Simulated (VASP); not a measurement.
Write the native input for VASP 6.6.1 that does the following.

| Item | Value |
| --- | --- |
| Task | relaxation of cell and atoms |
| Functional | PBE |
| Potentials or basis | VASP PAW PBE potentials, release 64 (Sn_d, Se, S) |
| Cutoff | 600 eV |
| k mesh | 6 × 6 × 2 |
| Occupations | gaussian, width 0.1 eV |
| Spin | no spin polarisation |
| Dipole correction | no |
| Further INCAR settings | ALGO = Normal; EDIFF = 1e-06; IBRION = 2; EDIFFG = -0.04; NSW = 90; ISIF = 3 |

The structure of Sn2SeS3 lies in POSCAR:

```
Sn2SeS3
1.0
    4.4813351200      0.0000000000      0.0000000000
   -2.2406675600      3.8809500500      0.0000000000
    0.0000000000      0.0000000000      7.5082128900
Sn Se S
2 1 3
Direct
    0.6666666700      0.3333333300      0.7006975400
    0.3333333300      0.6666666700      0.2993024600
    0.0000000000      0.0000000000      0.0000000000
    0.6666666700      0.3333333300      0.3462188200
    0.3333333300      0.6666666700      0.6537811800
    0.0000000000      0.0000000000      0.5000000000
```

The cell was generated, and may not be a known phase.

One way to write it, as run:

INCAR

```
ALGO = Normal
EDIFF = 1E-6
EDIFFG = -0.04
ENCUT = 600
GGA = PE
IBRION = 2
ISIF = 3
ISMEAR = 0
LASPH = True
LCHARG = False
LREAL = False
LWAVE = False
NELM = 60
NSW = 90
PREC = Accurate
SIGMA = 0.1
```

KPOINTS

```
k-points
0
Gamma
  6 6 2
```

Potentials or basis: VASP PAW PBE potentials, release 64 (Sn_d, Se, S).

Launch:

```bash
$ cat potpaw_PBE.64/Sn_d/POTCAR potpaw_PBE.64/Se/POTCAR potpaw_PBE.64/S/POTCAR > POTCAR
$ mpirun -np 1 vasp_std > vasp.out
```

Results of the run:

* Relaxed volume: 22.47 Å³/atom
* Relaxed cell: a = 4.160 Å, b = 4.160 Å, c = 8.998 Å, α = 90.00°, β = 90.00°, γ = 120.00°
* Space group after relaxing (to 0.1 Å): P-3m1 (No. 164)
* Energy gained by relaxing: 294.2 meV/atom
* Ionic steps: 18
* Pressure after relaxing: -0.1 GPa
* Largest force after relaxing: 0.036 eV/Å
* Band gap on the k mesh: zero (bands 26 and 27 overlap by 1.28 eV)

Caveat: the k points lie up to 0.35 Å⁻¹ apart in the final cell, too coarse for converged energies and pressures of a metal; a cell axis changed by over 15 % at a fixed basis, so the end point is rough; spin-orbit coupling is left out, which moves the levels of the heavy elements.

Wall time 29 min on 1 thread of Intel Xeon 8259CL, with other jobs on the host, peak memory 0.32 GiB.
